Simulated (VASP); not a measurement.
A run of VASP 6.6.1 is set up as follows.

File INCAR:

```
SYSTEM = Ti
PREC = Accurate ; ENCUT = 520
EDIFF = 1E-7 ; ISMEAR = -1
SIGMA = 0.15 ; LREAL = .FALSE.
LASPH = .TRUE. ; NELM = 100
ALGO = Normal ; ISIF = 2
LWAVE = .FALSE. ; LCHARG = .FALSE.
GGA = PS ; NBANDS = 12
```

The input KPOINTS:

```
regular mesh
0
G
  15 15 15
  0 0 0
```

Contents of POSCAR:

```
Ti
1.0
   -1.6245900000      1.6410000000      1.6410000000
    1.6410000000     -1.6245900000      1.6410000000
    1.6410000000      1.6410000000     -1.6245900000
Ti
1
Direct
    0.0000000000      0.0000000000      0.0000000000
```

Potentials or basis: VASP PAW PBE potentials, release 64 (Ti_sv).

Command:

```sh
$ cat potpaw_PBE.64/Ti_sv/POTCAR > POTCAR
$ mpirun -np 1 vasp_std > vasp.out
```

Problem. What does it give for the pressure?

Solution. -6.0 GPa.

Problem. Estimate the band gap on the k mesh.

Solution. Zero (band 6 reaches 8.70 eV, above the bottom of band 7 at 7.15 eV).

Stress tensor (GPa, compression positive):
```
-5.97 -0.38 -0.38
-0.38 -5.97 -0.38
-0.38 -0.38 -5.97
```

Caveat: the PAW data sets were made with another functional, which shifts forces and pressure a little.
